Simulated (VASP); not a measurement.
## Ga: single point with PBEsol

Ga:

```
Ga
1.0
     2.85877    0.05479    0.05235
     0.06471    3.25506    0.04643
    -1.30711    0.02997    3.98867
Ga
2
Direct
  0.94680 0.22470 0.22362
  0.05320 0.77530 0.77638
```

This cell differs from its parent crystal: strained and its atoms moved.

```
Program                : VASP 6.6.1
Task                   : single point
Functional             : PBEsol
Potentials or basis    : VASP PAW PBE potentials, release 64 (Ga_d)
Cutoff                 : 520 eV
k mesh                 : 14 × 12 × 10
Occupations            : gaussian, width 0.1 eV
Spin                   : no spin polarisation
Dipole correction      : no
Further INCAR settings : ALGO = Normal; EDIFF = 1e-06; NBANDS = 20
```

* Pressure: 0.1 GPa
* Largest force: 0.878 eV/Å
* Band gap on the k mesh: zero (band 13 reaches 9.52 eV, above the bottom of band 14 at 1.60 eV)

Forces on the atoms (eV/Å):
```
Ga  -0.325  0.379  0.722
Ga   0.325 -0.379 -0.722
```

Stress tensor (GPa, compression positive):
```
-2.24 -0.88 -2.60
-0.88  0.83  1.58
-2.60  1.58  1.80
```

Levels at points of the mesh, in eV from the Fermi level:
| k point | band 10 | band 11 | band 12 | band 13 | band 14 | band 15 | band 16 | band 17 |
| --- | --- | --- | --- | --- | --- | --- | --- | --- |
| (0.00, 0.00, 0.00) | -14.52 | -11.25 | -2.01 | -1.31 | 2.24 | 5.79 | 8.23 | 8.90 |
| (0.50, 0.00, 0.00) | -14.53 | -6.96 | -4.82 | -1.39 | 0.41 | 5.36 | 5.87 | 8.99 |
| (0.00, 0.50, 0.00) | -14.71 | -7.97 | -7.23 | 1.13 | 2.36 | 2.80 | 3.15 | 10.15 |
| (0.50, 0.50, 0.00) | -14.67 | -3.93 | -3.28 | -1.47 | -0.88 | 2.43 | 3.60 | 3.75 |
| (0.00, 0.00, 0.50) | -14.67 | -9.43 | -8.20 | 4.04 | 5.64 | 6.63 | 6.81 | 7.15 |
| (0.50, 0.00, 0.50) | -14.68 | -6.09 | -5.76 | -1.58 | -0.45 | 7.07 | 7.15 | 8.44 |
| (0.00, 0.50, 0.50) | -14.65 | -6.03 | -5.86 | -4.26 | -3.83 | 9.42 | 9.99 | 12.12 |
| (0.50, 0.50, 0.50) | -14.57 | -2.80 | -2.70 | -2.00 | -1.87 | 1.03 | 1.57 | 4.63 |

Run time: 2.7 min on 1 thread of Intel(R) Xeon(R) Platinum 8488C (Sapphire Rapids), with other jobs on the host, peak memory 0.55 GiB.

Caveat: the cell differs from its parent crystal (strained and its atoms moved); the PAW data sets were made with another functional, which shifts forces and pressure a little.
